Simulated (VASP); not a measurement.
# TiC (Fm-3m) in VASP: notebook

TiC is run at these levels: PBEsol; tasks: single point.

Everything below comes from runs of VASP 6.6.1. Logs are shortened: lines on timing, memory, paths and dates and some standing lists are left out, and cuts for length are marked.

### 1 The cell of the first run

Symmetry: Fm-3m, No. 225, cubic system. The conventional cell has a = 4.198 Å, b = 4.198 Å, c = 4.198 Å, α = 90.00°, β = 90.00°, γ = 90.00°. Ti (site symmetry m-3m) has 6 C at 2.10 Å within 2.8 Å. Within 2.8 Å of C (site symmetry m-3m) lie 6 Ti at 2.10 Å.

### 2 Single point, PBEsol (strain -0.030 along x and y, -0.030 along z)

The input, INCAR:

```
  ALGO = Normal
  EDIFF = 1E-7
  ENCUT = 520
  GGA = PS
  ISIF = 2
  ISMEAR = 0
  LASPH = T
  LCHARG = F
  LREAL = F
  LWAVE = F
  NBANDS = 15
  NELM = 80
  PREC = Accurate
  SIGMA = 0.15
```

The input, KPOINTS:

```
k-points
0
Gamma
  18 18 18
```

The input, POSCAR:

```
TiC
1.0
    0.0000000000      2.0990800000      2.0990800000
    2.0990800000      0.0000000000      2.0990800000
    2.0990800000      2.0990800000      0.0000000000
Ti C
1 1
Direct
    0.0000000000      0.0000000000      0.0000000000
    0.5000000000      0.5000000000      0.5000000000
```

Potentials or basis: VASP PAW PBE potentials, release 64 (Ti_sv, C).

On the command line:

```
> cat potpaw_PBE.64/Ti_sv/POTCAR potpaw_PBE.64/C/POTCAR > POTCAR
> mpirun -np 1 vasp_std > vasp.out
```

OUTCAR:

```text
EDIFF = 1E-7
   ENCUT = 520
   GGA = PS
   ISIF = 2
   ISMEAR = 0
   LASPH = T
   LREAL = F
   NELM = 80
   PREC = Accurate

 ion  position               nearest neighbor table
   1  0.000  0.000  0.000-   2 2.10   2 2.10   2 2.10   2 2.10   2 2.10   2 2.10
   2  0.500  0.500  0.500-   1 2.10   1 2.10   1 2.10   1 2.10   1 2.10   1 2.10

  LATTYP: Found a face centered cubic cell.
 ALAT       =     4.1981600000

  Lattice vectors:

 A1 = (   0.0000000000,   2.0990800000,   2.0990800000)
 A2 = (   2.0990800000,   0.0000000000,   2.0990800000)
 A3 = (   2.0990800000,   2.0990800000,   0.0000000000)

Analysis of symmetry for initial positions (statically):
=====================================================================
 Subroutine PRICEL returns:
 Original cell was already a primitive cell.

 Routine SETGRP: Setting up the symmetry group for a
 face centered cubic supercell.

 Subroutine GETGRP returns: Found 48 space group operations
 (whereof 48 operations were pure point group operations)
 out of a pool of 48 trial point group operations.

The static configuration has the point symmetry O_h .

Analysis of symmetry for dynamics (positions and initial velocities):
=====================================================================
 Subroutine PRICEL returns:
 Original cell was already a primitive cell.

 Routine SETGRP: Setting up the symmetry group for a
 face centered cubic supercell.

 Subroutine GETGRP returns: Found 48 space group operations
 (whereof 48 operations were pure point group operations)
 out of a pool of 48 trial point group operations.

The dynamic configuration has the point symmetry O_h .

 Subroutine INISYM returns: Found 48 space group operations
 (whereof 48 operations are pure point group operations),
 and found     1 'primitive' translations

----------------------------------------------------------------------------------------

                                     Primitive cell

  volume of cell :      18.4977

  direct lattice vectors                    reciprocal lattice vectors
     0.000000000  2.099080000  2.099080000    -0.238199592  0.238199592  0.238199592
     2.099080000  0.000000000  2.099080000     0.238199592 -0.238199592  0.238199592
     2.099080000  2.099080000  0.000000000     0.238199592  0.238199592 -0.238199592

  length of vectors
     2.968547405  2.968547405  2.968547405     0.412573796  0.412573796  0.412573796

  position of ions in fractional coordinates (direct lattice)
     0.000000000  0.000000000  0.000000000
     0.500000000  0.500000000  0.500000000

  ion indices of the primitive-cell ions
   primitive index   ion index
                 1           1
                 2           2

----------------------------------------------------------------------------------------

 KPOINTS: k-points

Automatic generation of k-mesh.
 Grid dimensions read from file:
 generate k-points for:   18   18   18

 Generating k-lattice:

  Cartesian coordinates                     Fractional coordinates (reciprocal lattice)
    -0.013233311  0.013233311  0.013233311     0.055555556  0.000000000  0.000000000
     0.013233311 -0.013233311  0.013233311     0.000000000  0.055555556  0.000000000
     0.013233311  0.013233311 -0.013233311     0.000000000  0.000000000  0.055555556

  Length of vectors
     0.022920766  0.022920766  0.022920766

  Shift w.r.t. Gamma in fractional coordinates (k-lattice)
     0.000000000  0.000000000  0.000000000

 Subroutine IBZKPT returns following result:
 ===========================================

 Found    195 irreducible k-points:

 Following reciprocal coordinates:
            Coordinates               Weight
  0.000000  0.000000  0.000000      1.000000
  0.055556  0.000000  0.000000      8.000000
  0.111111  0.000000  0.000000      8.000000
  0.166667  0.000000  0.000000      8.000000
  0.222222  0.000000  0.000000      8.000000
  0.277778  0.000000  0.000000      8.000000
[... 16 lines left out ...]
 -0.277778  0.055556  0.000000     24.000000
 -0.222222  0.055556  0.000000     24.000000
 [... further k-points ...]
   k-points           NKPTS =    195   k-points in BZ     NKDIM =    195   number of bands    NBANDS=     15
   number of dos      NEDOS =    301   number of ions     NIONS =      2
   total plane-waves  NPLWV =  13824
   dimension x,y,z NGX =    24 NGY =   24 NGZ =   24
   dimension x,y,z NGXF=    48 NGYF=   48 NGZF=   48
   ions per type =               1   1
   NGX,Y,Z   is equivalent  to a cutoff of  13.44, 13.44, 13.44 a.u.
   NGXF,Y,Z  is equivalent  to a cutoff of  26.88, 26.88, 26.88 a.u.
 SYSTEM =  unknown system
   PREC   = accura    normal or accurate (medium, high low for compatibility)
   ISTART =      0    job   : 0-new  1-cont  2-samecut
   ICHARG =      2    charge: 1-file 2-atom 10-const
   ISPIN  =      1    spin polarized calculation?
   LNONCOLLINEAR =      F non collinear calculations
   LSORBIT =      F    spin-orbit coupling
   LASPH  =      T    aspherical Exc in radial PAW
   ENCUT  =  520.0 eV  38.22 Ry    6.18 a.u.   5.52  5.52  5.52*2*pi/ulx,y,z
   NELM   =     80;   NELMIN=  2; NELMDL= -5     # of ELM steps
   EDIFF  = 0.1E-06   stopping-criterion for ELM
   LREAL  =      F    real-space projection
   EDIFFG = 0.1E-05   stopping-criterion for IOM
   NSW    =      0    number of steps for IOM
   IBRION =     -1    ionic relax: 0-MD 1-quasi-New 2-CG
   NFREE  =      0    steps in history (QN), initial steepest desc. (CG)
   ISIF   =      2    stress and relaxation
   ISYM   =      2    0-nonsym 1-usesym 2-fastsym
   POTIM  = 0.5000    time-step for ionic-motion
   TEBEG  =    0.0;   TEEND  =   0.0 temperature during run
   PSTRESS=    0.0 pullay stress
   NELECT =      16.0000    total number of electrons
   NUPDOWN=      -1.0000    fix difference up-down
   EMIN   =  10.00;   EMAX   =-10.00  energy-range for DOS
   EFERMI =   0.00;   METHOD = LEGACY
   ISMEAR =     0;   SIGMA  =   0.15  broadening in eV -4-tet -1-fermi 0-gaus
   EFERMI_NEDOS =   21; number of points for ismear=-14 and -15
   IALGO  =     38    algorithm
   IMIX   =      4    mixing-type and parameters
     AMIX     =   0.40;   BMIX     =  1.00
     AMIX_MAG =   1.60;   BMIX_MAG =  1.00
  volume/ion in A,a.u.               =       9.25        62.41
  Fermi-wavevector in a.u.,A,eV,Ry     =   1.559825  2.947642 33.103704  2.433054
  Thomas-Fermi vector in A             =   2.663127
   LORBIT       =      0    0 simple, 1 ext, 2 COOP (PROOUT), +10 PAW based schemes
   GGA     = PS    functional components
   LHFCALC =     F    Hartree Fock is set to
   AEXX    =    0.0000 exact exchange contribution
   IVDW    =     0    specifies the selected vdW correction
   LEPSILON=     F    determine dielectric tensor
   LRPA    =     F    only Hartree local field effects (RPA)
 non-spin polarized calculation
 Gauss-broadening in eV      SIGMA  =   0.15
  energy-cutoff  :      520.00
  volume of cell :       18.50
 maximum number of plane-waves:       531
 NGX is ok and might be reduce to    24
   NGX = 11   NGY = 11   NGZ = 11

 number of electron      15.9999997 magnetization

 Free energy of the ion-electron system (eV)
  ---------------------------------------------------
  ext. energy  EPLUGINS =         0.00000000
  ---------------------------------------------------
  free energy    TOTEN  =       -19.72319951 eV

  energy without entropy =      -19.71989267  energy(sigma->0) =      -19.72154609

 E-fermi :  10.4446     XC(G=0): -13.3534

 val. band max:       10.4428037368   @ k =   0.4444   0.4444   0.0000
 cond. band min:      10.4686723295   @ k =  -0.0556   0.0556   0.0000
 fundamental gap:      0.0258685927
 Fermi energy:        10.4445800924

 k-point     1 :       0.0000    0.0000    0.0000
  band No.  band energies     occupation
      1     -45.6203      2.00000
      2     -21.6861      2.00000
      3     -21.6861      2.00000
      4     -21.6861      2.00000
      5      -2.3576      2.00000
      6      11.1285      0.00000
      7      11.1285      0.00000
      8      11.1285      0.00000
      9      12.2680      0.00000
     10      12.2680      0.00000
     11      12.2680      0.00000
     12      12.3683      0.00000
     13      12.3683      0.00000
     14      22.3530      0.00000
     15      24.7404      0.00000

 k-point     2 :       0.0556    0.0000    0.0000
  band No.  band energies     occupation
      1     -45.6169      2.00000
      2     -21.7088      2.00000
      3     -21.6881      2.00000
      4     -21.6881      2.00000
      5      -2.2780      2.00000
      6      10.7388      0.00554
      7      10.9876      0.00000
      8      10.9876      0.00000
      9      11.5857      0.00000
     10      11.5857      0.00000
     11      12.4947      0.00000
     12      13.3098      0.00000
     13      13.3098      0.00000
     14      22.4736      0.00000
     15      24.8129      0.00000

 k-point     3 :       0.1111    0.0000    0.0000
  band No.  band energies     occupation
      1     -45.6071      2.00000
      2     -21.7737      2.00000
      3     -21.6939      2.00000
      4     -21.6939      2.00000
      5      -2.0434      2.00000
      6       9.9444      2.00000
      7      10.2995      1.82850
      8      10.2995      1.82850
      9      11.5710      0.00000
     10      11.5710      0.00000
     11      12.8413      0.00000
     12      14.3598      0.00000
     13      14.3598      0.00000
     14      22.7748      0.00000
     15      24.9662      0.00000
[... 343 lines left out ...]
 k-point    23 :      -0.2778    0.0556    0.0000
  band No.  band energies     occupation
      1     -45.5452      2.00000
      2     -22.1528      2.00000
      3     -21.7543      2.00000
      4     -21.7197      2.00000
      5      -0.3185      2.00000
      6       6.6451      2.00000
      7       7.9895      2.00000
      8       8.2144      2.00000
      9      12.5202      0.00000
     10      12.9418      0.00000
     11      14.0125      0.00000
     12      17.1436      0.00000
     13      18.2367      0.00000
     14      21.9434      0.00000
     15      26.2981      0.00000

 k-point    24 :      -0.2222    0.0556    0.0000
  band No.  band energies     occupation
      1     -45.5646      2.00000
      2     -22.0336      2.00000
      3     -21.7424      2.00000
      4     -21.7077      2.00000
      5      -0.9280      2.00000
      6       7.6018      2.00000
      7       8.4816      2.00000
      8       8.7430      2.00000
      9      12.0921      0.00000
     10      12.5799      0.00000
     11      13.6885      0.00000
     12      16.2097      0.00000
     13      17.3538      0.00000
     14      22.7715      0.00000
     15      25.6306      0.00000

 [... further k-points ...]

------------------------ aborting loop because EDIFF is reached ----------------------------------------

  FORCE on cell =-STRESS in cart. coord.  units (eV):
  Direction    XX          YY          ZZ          XY          YZ          ZX
  --------------------------------------------------------------------------------------
  -------------------------------------------------------------------------------------
  Total        2.3954839      2.3954839      2.3954839     -0.0000000      0.0000000     -0.0000000
  in kB      207.4850761    207.4850761    207.4850761     -0.0000000      0.0000000     -0.0000000
  external PRESSURE =     207.4850761 kB  Pullay stress =       0.0000000 kB

 VOLUME and BASIS-vectors are now :
 -----------------------------------------------------------------------------
  energy-cutoff  :      520.00
  volume of cell :       18.50
      direct lattice vectors                 reciprocal lattice vectors
     0.000000000  2.099080000  2.099080000    -0.238199592  0.238199592  0.238199592
     2.099080000  0.000000000  2.099080000     0.238199592 -0.238199592  0.238199592
     2.099080000  2.099080000  0.000000000     0.238199592  0.238199592 -0.238199592

 POSITION                                       TOTAL-FORCE (eV/Angst)
 -----------------------------------------------------------------------------------
      0.00000      0.00000      0.00000        -0.000000      0.000000     -0.000000
      2.09908      2.09908      2.09908         0.000000     -0.000000      0.000000
 -----------------------------------------------------------------------------------
    total drift:                                0.000000     -0.000000     -0.000000

  FREE ENERGIE OF THE ION-ELECTRON SYSTEM (eV)
  ---------------------------------------------------
  free  energy   TOTEN  =       -19.7231995139 eV

  energy  without entropy=      -19.7198926741  energy(sigma->0) =      -19.72154609
```

It took 50 s on 1 thread of Intel Xeon 8259CL, shared host; peak memory 0.19 GiB.

What came out:

* Free energy: -19.7232 eV
* Pressure: 20.7 GPa
* Band gap on the k mesh: zero (bands 8 and 9 overlap by 1.11 eV)

Levels at points of the mesh, in eV from the Fermi level:
```
           k point  band 5  band 6  band 7  band 8  band 9  band 10  band 11  band 12
(0.00, 0.00, 0.00)  -12.80    0.68    0.68    0.68    1.82     1.82     1.82     1.92
(0.50, 0.00, 0.00)   -8.80   -6.32   -3.22   -3.22    3.30     3.30     4.67     8.69
(0.50, 0.50, 0.00)  -10.45   -3.48   -1.98    0.06    0.06     3.09     4.00     4.00
```

Caveat: the cell differs from its parent crystal (strain -0.030 along x and y, -0.030 along z); the cell stands under pressure; the PAW data sets were made with another functional, which shifts forces and pressure a little.

### 3 Single point, PBEsol (strain -0.015 along x and y, -0.015 along z)

The input, INCAR:

```
SYSTEM = TiC
PREC = Accurate
ENCUT = 520
EDIFF = 1E-6
ISMEAR = 0
SIGMA = 0.15
LREAL = .False.
LASPH = .True.
NELM = 80
ALGO = Normal
ISIF = 2
LWAVE = .False.
LCHARG = .False.
GGA = PS
NBANDS = 15
```

The input, KPOINTS:

```
regular mesh
0
Gamma
  18 18 18
  0 0 0
```

The input, POSCAR:

```
TiC
1.0
    0.0000000000      2.1315400000      2.1315400000
    2.1315400000      0.0000000000      2.1315400000
    2.1315400000      2.1315400000      0.0000000000
Ti C
1 1
Direct
    0.0000000000      0.0000000000      0.0000000000
    0.5000000000      0.5000000000      0.5000000000
```

Potentials or basis: VASP PAW PBE potentials, release 64 (Ti_sv, C).

On the command line:

```
> cat potpaw_PBE.64/Ti_sv/POTCAR potpaw_PBE.64/C/POTCAR > POTCAR
> mpirun -np 1 vasp_std > vasp.out
```

Run time: 52 s. Hardware: 1 thread of Intel Xeon 8259CL, shared host; peak memory 0.18 GiB.

The run converged. Its results:

```
Free energy            : -19.7954 eV
Pressure               : 6.0 GPa
Band gap on the k mesh : zero (bands 8 and 9 overlap by 1.09 eV)
```

Levels at points of the mesh, in eV from the Fermi level:
```csv
k point,band 6,band 7,band 8,band 9,band 10,band 11
"(0.00, 0.00, 0.00)",0.68,0.68,0.68,1.76,1.76,1.76
"(0.50, 0.00, 0.00)",-6.10,-3.05,-3.05,3.11,3.11,4.39
"(0.50, 0.50, 0.00)",-3.47,-1.82,0.02,0.02,2.91,3.76
```

Caveat: the cell differs from its parent crystal (strain -0.015 along x and y, -0.015 along z); the cell stands under pressure; the PAW data sets were made with another functional, which shifts forces and pressure a little.

The gap in the log of VASP goes by the Fermi energy; the results here count the filled bands.